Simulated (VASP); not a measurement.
# Rb2MoF6 (Fm-3m) in VASP: relaxation of cell and atoms with PBEsol

Aim: the relaxation of cell and atoms of Rb2MoF6 with PBEsol.

Everything below comes from runs of VASP 6.6.1. Logs are shortened: lines on timing, memory, paths and dates and some standing lists are left out, and cuts for length are marked.

## (1) The cell of the first run

Symmetry: Fm-3m, No. 225, cubic system. The conventional cell has a = 8.502 Å, b = 8.502 Å, c = 8.502 Å, α = 90.00°, β = 90.00°, γ = 90.00°. Within 4.0 Å of Rb (site symmetry -43m) lie 12 F at 3.01 Å and 4 Mo at 3.68 Å. Within 2.8 Å of Mo (site symmetry m-3m) lie 6 F at 2.09 Å. Within 2.8 Å of F (site symmetry 4mm) lie 1 Mo at 2.09 Å.

## (2) Relaxation of cell and atoms, PBEsol, collinear spin

Input file INCAR:

```
SYSTEM = Rb2MoF6
ALGO = Normal
EDIFF = 1E-7
EDIFFG = -0.03
ENCUT = 600
GGA = PS
GGA_COMPAT = .FALSE.
IBRION = 2
ISIF = 3
ISMEAR = 1
ISPIN = 2
LASPH = .TRUE.
LCHARG = .FALSE.
LMAXMIX = 4
LORBIT = 11
LREAL = .FALSE.
LWAVE = .FALSE.
MAGMOM = 0 0 1 0 0 0 0 0 0
NELM = 200
NELMIN = 4
NSW = 50
PREC = Accurate
SIGMA = 0.1
```

Input file KPOINTS:

```
k-points
0
G
  5 5 5
  0 0 0
```

Input file POSCAR:

```
Rb2MoF6
1.0
    0.0000000000      4.2507560000      4.2507560000
    4.2507560000      0.0000000000      4.2507560000
    4.2507560000      4.2507560000      0.0000000000
Rb Mo F
2 1 6
Direct
    0.7500000000      0.7500000000      0.7500000000
    0.2500000000      0.2500000000      0.2500000000
    0.0000000000      0.0000000000      0.0000000000
    0.7544430000      0.2455570000      0.2455570000
    0.2455570000      0.2455570000      0.7544430000
    0.2455570000      0.7544430000      0.7544430000
    0.2455570000      0.7544430000      0.2455570000
    0.7544430000      0.2455570000      0.7544430000
    0.7544430000      0.7544430000      0.2455570000
```

Potentials or basis: VASP PAW PBE potentials, release 64 (Rb_sv, Mo_sv, F).

Command:

```console
cat potpaw_PBE.64/Rb_sv/POTCAR potpaw_PBE.64/Mo_sv/POTCAR potpaw_PBE.64/F/POTCAR > POTCAR
mpirun -np 1 vasp_std > vasp.out
```

OUTCAR:

```text
SYSTEM = Rb2MoF6
   EDIFF = 1E-7
   EDIFFG = -0.03
   ENCUT = 600
   GGA = PS
   IBRION = 2
   ISIF = 3
   ISMEAR = 1
   ISPIN = 2
   LASPH = .TRUE.
   LORBIT = 11
   LREAL = .FALSE.
   NELM = 200
   NELMIN = 4
   NSW = 50
   PREC = Accurate

 ion  position               nearest neighbor table
   1  0.750  0.750  0.750-   6 3.01   8 3.01   9 3.01   4 3.01   7 3.01   9 3.01   4 3.01   5 3.01
                             8 3.01   5 3.01   6 3.01   7 3.01   3 3.68   3 3.68   3 3.68   3 3.68
   2  0.250  0.250  0.250-   4 3.01   8 3.01   9 3.01   6 3.01   7 3.01   9 3.01   5 3.01   6 3.01
                             8 3.01   4 3.01   5 3.01   7 3.01   3 3.68   3 3.68   3 3.68   3 3.68
   3  0.000  0.000  0.000-   4 2.09   5 2.09   6 2.09   7 2.09   8 2.09   9 2.09   1 3.68   2 3.68
                             1 3.68   1 3.68   1 3.68   2 3.68   2 3.68   2 3.68
   4  0.754  0.246  0.246-   3 2.09   1 3.01   2 3.01   1 3.01   2 3.01
   5  0.246  0.246  0.754-   3 2.09   1 3.01   2 3.01   1 3.01   2 3.01
   6  0.246  0.754  0.754-   3 2.09   1 3.01   1 3.01   2 3.01   2 3.01
   7  0.246  0.754  0.246-   3 2.09   1 3.01   2 3.01   1 3.01   2 3.01
   8  0.754  0.246  0.754-   3 2.09   1 3.01   1 3.01   2 3.01   2 3.01
   9  0.754  0.754  0.246-   3 2.09   1 3.01   1 3.01   2 3.01   2 3.01

  LATTYP: Found a face centered cubic cell.
 ALAT       =     8.5015120000

  Lattice vectors:

 A1 = (   0.0000000000,   4.2507560000,   4.2507560000)
 A2 = (   4.2507560000,   0.0000000000,   4.2507560000)
 A3 = (   4.2507560000,   4.2507560000,   0.0000000000)

Analysis of symmetry for initial positions (statically):
=====================================================================
 Subroutine PRICEL returns:
 Original cell was already a primitive cell.

 Routine SETGRP: Setting up the symmetry group for a
 face centered cubic supercell.

 Subroutine GETGRP returns: Found 48 space group operations
 (whereof 48 operations were pure point group operations)
 out of a pool of 48 trial point group operations.

The static configuration has the point symmetry O_h .

Analysis of symmetry for dynamics (positions and initial velocities):
=====================================================================
 Subroutine PRICEL returns:
 Original cell was already a primitive cell.

 Routine SETGRP: Setting up the symmetry group for a
 face centered cubic supercell.

 Subroutine GETGRP returns: Found 48 space group operations
 (whereof 48 operations were pure point group operations)
 out of a pool of 48 trial point group operations.

The dynamic configuration has the point symmetry O_h .

Analysis of structural, dynamic, and magnetic symmetry:
[... 152 lines left out ...]

 Free energy of the ion-electron system (eV)
  ---------------------------------------------------
  ext. energy  EPLUGINS =         0.00000000
  ---------------------------------------------------
  free energy    TOTEN  =       -48.42954996 eV

  energy without entropy =      -48.41005288  energy(sigma->0) =      -48.42305094

------------------------ aborting loop because EDIFF is reached ----------------------------------------

  FORCE on cell =-STRESS in cart. coord.  units (eV):
  Direction    XX          YY          ZZ          XY          YZ          ZX
  --------------------------------------------------------------------------------------
  -------------------------------------------------------------------------------------
  Total       -8.0611854     -8.0611854     -8.0611854      0.0000000      0.0000000      0.0000000
  in kB      -84.0777276    -84.0777276    -84.0777276      0.0000000      0.0000000      0.0000000
  external PRESSURE =     -84.0777276 kB  Pullay stress =       0.0000000 kB
[... 110 lines left out ...]
  FREE ENERGIE OF THE ION-ELECTRON SYSTEM (eV)
  ---------------------------------------------------
  free  energy   TOTEN  =       -49.3234671208 eV

  energy  without entropy=      -49.3072407443  energy(sigma->0) =      -49.31805833

[... ionic steps 4 to 7 ...]

--------------------------------------- Ionic step        8  -------------------------------------------

 number of electron      73.9999963 magnetization       1.9999999

------------------------ aborting loop because EDIFF is reached ----------------------------------------
[... 81 lines left out ...]
--------------------------------------- Ionic step       10  -------------------------------------------

 number of electron      73.9999985 magnetization       1.9999999

 Free energy of the ion-electron system (eV)
  ---------------------------------------------------
  ext. energy  EPLUGINS =         0.00000000
  ---------------------------------------------------
  free energy    TOTEN  =       -49.50262264 eV

  energy without entropy =      -49.47924492  energy(sigma->0) =      -49.49483007

 E-fermi :   1.5566     XC(G=0):  -8.8572

 val. band max:        1.5561288676   @ k =   0.4000   0.2000   0.0000
 cond. band min:       1.5572025245   @ k =  -0.4000   0.2000   0.0000
 fundamental gap:      0.0010736569
 Fermi energy:         1.5565875861

 spin component 1

 k-point     1 :       0.0000    0.0000    0.0000
  band No.  band energies     occupation
      1     -61.4671      1.00000
      2     -35.7722      1.00000
      3     -35.7722      1.00000
      4     -35.7722      1.00000
      5     -24.9157      1.00000
      6     -24.8404      1.00000
[... 469 lines left out ...]
     44       7.7667      0.00000
     45       8.1558      0.00000
 Fermi energy:         1.5565875861

 spin component 2

 k-point     1 :       0.0000    0.0000    0.0000
  band No.  band energies     occupation
      1     -60.2947      1.00000
      2     -34.5297      1.00000
      3     -34.5297      1.00000
      4     -34.5297      1.00000
      5     -24.9138      1.00000
      6     -24.8402      1.00000
[... 505 lines left out ...]
  FREE ENERGIE OF THE ION-ELECTRON SYSTEM (eV)
  ---------------------------------------------------
  free  energy   TOTEN  =       -49.5026226445 eV

  energy  without entropy=      -49.4792449154  energy(sigma->0) =      -49.49483007

 reached required accuracy - stopping structural energy minimisation

 total charge

# of ion       s       p       d       tot
------------------------------------------
    1        1.932   5.359   0.016   7.307
    2        1.932   5.359   0.016   7.307
    3        2.293   6.257   3.672  12.223
    4        1.734   4.334   0.000   6.068
    5        1.734   4.334   0.000   6.068
    6        1.734   4.334   0.000   6.068
    7        1.734   4.334   0.000   6.068
    8        1.734   4.334   0.000   6.068
    9        1.734   4.334   0.000   6.068
--------------------------------------------------
tot         16.559  42.979   3.704  63.243

 magnetization (x)

# of ion       s       p       d       tot
------------------------------------------
    1        0.000  -0.000   0.000   0.000
    2        0.000  -0.000   0.000   0.000
    3        0.013   0.013   1.632   1.658
    4        0.000   0.033   0.000   0.033
    5        0.000   0.033   0.000   0.033
    6        0.000   0.033   0.000   0.033
    7        0.000   0.033   0.000   0.033
    8        0.000   0.033   0.000   0.033
    9        0.000   0.033   0.000   0.033
--------------------------------------------------
tot          0.013   0.212   1.633   1.858
```

It took 41 min on 1 thread of Intel Xeon 8259CL, shared host; peak memory 0.5 GiB.

What came out:

```
Free energy                                           : -49.5026 eV
Relaxed volume                                        : 17.81 Å³/atom
Relaxed cell                                          : a = 6.097 Å, b = 6.097 Å, c = 6.097 Å, α = 60.00°, β = 60.00°, γ = 60.00°
Space group after relaxing (to 0.1 Å)                 : Fm-3m (No. 225)
Energy gained by relaxing                             : 119.2 meV/atom
Ionic steps                                           : 10
Pressure after relaxing                               : 0.0 GPa
Largest force after relaxing                          : 0.027 eV/Å
Band gap on the k mesh                                : zero (filled and empty bands overlap)
Net moment                                            : 2.00 μB per cell
Site moments                                          : Rb +0.00; Mo +1.66; F +0.03 μB
Valence electrons inside the program's atomic spheres : Rb 7.31; Mo 12.22; F 6.07
```

Forces in eV/Å, atoms in the order of the input:
```
Rb   0.000  0.000  0.000
Rb   0.000  0.000  0.000
Mo   0.000  0.000  0.000
F   -0.027  0.000  0.000
F    0.000  0.000 -0.027
F    0.027  0.000  0.000
F    0.000 -0.027  0.000
F    0.000  0.027  0.000
F    0.000  0.000  0.027
```

The path:
```tsv
step	energy change (eV)	largest force (eV/Å)	pressure (GPa)	volume (Å³)
1	0.0000	2.3690	-8.41	153.61
2	-0.4259	1.7888	12.45	134.55
3	-0.8939	0.3742	1.56	141.75
4	-0.8944	0.3184	1.84	141.52
5	-0.9537	0.2197	1.58	144.55
6	-1.0528	0.0954	1.24	153.90
7	-1.0633	0.2340	1.23	158.03
8	-1.0143	0.6267	-2.66	166.04
9	-1.0731	0.0325	0.00	160.30
10	-1.0731	0.0273	0.03	160.25
```

Final structure:
```
Rb Mo F
1.0
     0.00000    4.31112    4.31112
     4.31112    0.00000    4.31112
     4.31112    4.31112    0.00000
Rb Mo F
2 1 6
Direct
  0.75000 0.75000 0.75000
  0.25000 0.25000 0.25000
  0.00000 0.00000 0.00000
  0.77295 0.22705 0.22705
  0.22705 0.22705 0.77295
  0.22705 0.77295 0.77295
  0.22705 0.77295 0.22705
  0.77295 0.22705 0.77295
  0.77295 0.77295 0.22705
```

Caveat: the PAW data sets were made with another functional, which shifts forces and pressure a little.
